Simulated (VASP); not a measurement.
A run of VASP 6.6.1 is set up as follows.

File INCAR:

```
SYSTEM = BP
PREC = Accurate
ENCUT = 520
EDIFF = 1E-7
ISMEAR = 0
SIGMA = 0.02
LREAL = .False.
LASPH = .True.
NELM = 80
ALGO = Normal
ISIF = 2
LWAVE = .False.
LCHARG = .True.
GGA = PE
LELF = .True.
LVHAR = .True.
NBANDS = 11
```

Contents of KPOINTS:

```
Automatic mesh
0
Gamma
  10 10 10
  0 0 0
```

File POSCAR:

```
BP
1.0
    0.0000000000      2.2511791230      2.2511791230
    2.2511791230      0.0000000000      2.2511791230
    2.2511791230      2.2511791230      0.0000000000
B P
1 1
Direct
    0.0000000000      0.0000000000      0.0000000000
    0.2500000000      0.2500000000      0.2500000000
```

Potentials or basis: VASP PAW PBE potentials, release 64 (B, P).

Launch:

```sh
$ cat potpaw_PBE.64/B/POTCAR potpaw_PBE.64/P/POTCAR > POTCAR
$ mpirun -np 1 vasp_std > vasp.out
```

**Question.** Estimate the band gap on the k mesh.

**Answer.** 1.21 eV, indirect (least direct gap 3.44 eV).

**Question.** Estimate the pressure.

**Answer.** 5.0 GPa.

 A k mesh can miss the band edges.
